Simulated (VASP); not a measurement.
Wanted: the native input for a VASP 6.6.1 run.

| Quantity | Value |
| --- | --- |
| Task | relaxation of cell and atoms |
| Functional | PBE0 |
| Potentials or basis | VASP PAW PBE potentials, release 64 (Pt) |
| Cutoff | 600 eV |
| k mesh | 6 × 6 × 6 |
| Occupations | fermi-dirac, width 0.05 eV |
| Spin | no spin polarisation |
| Dipole correction | no |
| Grid for exact exchange (PRECFOCK) | Normal |
| Further INCAR settings | ALGO = Normal; EDIFF = 1e-06; IBRION = 2; EDIFFG = -0.01; NSW = 60; ISIF = 3 |
| Share of exact exchange | 0.25 |

Pt:

```
Pt
1.0
    -1.58422    1.58422    1.58422
     1.58422   -1.58422    1.58422
     1.58422    1.58422   -1.58422
Pt
1
Direct
  0.00000 0.00000 0.00000
```

This isn't the form of Pt at room conditions, which is fcc.

The input as run:

POSCAR

```
Pt
1.0
   -1.5842200000      1.5842200000      1.5842200000
    1.5842200000     -1.5842200000      1.5842200000
    1.5842200000      1.5842200000     -1.5842200000
Pt
1
Direct
    0.0000000000      0.0000000000      0.0000000000
```

INCAR.step1

```
SYSTEM = Pt
PREC     = Accurate       ! precision mode
ENCUT    = 600            ! plane-wave cutoff, eV
EDIFF    = 1E-5           ! SCF threshold, eV
ISMEAR   = -1             ! smearing method
SIGMA    = 0.05           ! smearing width, eV
LREAL    = .False.        ! projectors in reciprocal space
LASPH    = .True.         ! aspherical terms in the spheres
NELM     = 100            ! most SCF steps
ALGO     = Normal         ! electronic algorithm
LWAVE    = .True.         ! write WAVECAR
LCHARG   = .False.        ! write CHGCAR
GGA      = PE             ! functional
NBANDS   = 11             ! bands
```

INCAR.step2

```
SYSTEM = Pt
PREC     = Accurate       ! precision mode
ENCUT    = 600            ! plane-wave cutoff, eV
EDIFF    = 1E-6           ! SCF threshold, eV
ISMEAR   = -1             ! smearing method
SIGMA    = 0.05           ! smearing width, eV
LREAL    = .False.        ! projectors in reciprocal space
LASPH    = .True.         ! aspherical terms in the spheres
NELM     = 100            ! most SCF steps
ALGO     = Normal         ! electronic algorithm
ISIF     = 3              ! what is computed and relaxed
LWAVE    = .False.        ! write WAVECAR
LCHARG   = .False.        ! write CHGCAR
GGA      = PE             ! functional
LHFCALC  = .True.         ! exact exchange
AEXX     = 0.25           ! exact-exchange fraction
PRECFOCK = Normal       
IBRION   = 2              ! ionic algorithm
NSW      = 60             ! ionic steps
EDIFFG   = -0.01          ! ionic threshold
ISTART   = 1
```

KPOINTS

```
regular mesh
0
Gamma
  6 6 6
  0 0 0
```

Potentials or basis: VASP PAW PBE potentials, release 64 (Pt).

Launch:

```sh
$ cat potpaw_PBE.64/Pt/POTCAR > POTCAR
$ cp INCAR.step1 INCAR
$ mpirun -np 1 vasp_std > vasp.out
$ cp INCAR.step2 INCAR
$ mpirun -np 1 vasp_std > vasp.out
```

It gave:

```
Relaxed volume                        : 15.35 Å³/atom
Relaxed cell                          : a = 2.712 Å, b = 2.712 Å, c = 2.712 Å, α = 109.47°, β = 109.47°, γ = 109.47°
Space group after relaxing (to 0.1 Å) : Im-3m (No. 229)
Energy gained by relaxing             : 15.7 meV/atom
Ionic steps                           : 4
Pressure after relaxing               : 0.0 GPa
Band gap on the k mesh                : zero (bands 5 and 6 overlap by 3.62 eV)
```

Caveat: the k points lie up to 0.47 Å⁻¹ apart in the final cell, too coarse for converged energies and pressures of a metal; the PAW data sets were made with another functional, which shifts forces and pressure a little; spin-orbit coupling is left out, which moves the levels of the heavy elements.

Wall time 49 min on 1 thread of Intel(R) Xeon(R) Platinum 8259CL CPU @ 2.50GHz (Skylake/Cascade Lake), with other jobs on the host, peak memory 0.17 GiB.
